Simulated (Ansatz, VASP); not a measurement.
# Pd: VASP beside Ansatz

```xyz
1
Lattice="0.0000 1.9465 1.9465 1.9465 0.0000 1.9465 1.9465 1.9465 0.0000" Properties=species:S:1:pos:R:3 pbc="T T T"
Pd    0.0000    0.0000    0.0000
```

Alike in both runs: task single point; functional PBE; k mesh 12 × 12 × 12; occupations gaussian, width 0.028 eV; no spin polarisation.

|  | VASP | Ansatz |
| --- | --- | --- |
| version | VASP 6.6.1 | Ansatz 0.2.0 |
| potentials or method | VASP PAW PBE potentials, release 64 (Pd), cutoff 520 eV | all-electron LAPW, scalar-relativistic |

```csv
,VASP,Ansatz,Ansatz less VASP
gap on the k mesh at the Fermi level (eV),none,none,-
pressure (GPa),6.5,6.8,+0.25
```

A gap of «none» marks a metal or a gap that the smearing closes. Ansatz ran all-electron here, and VASP with PAW potentials.
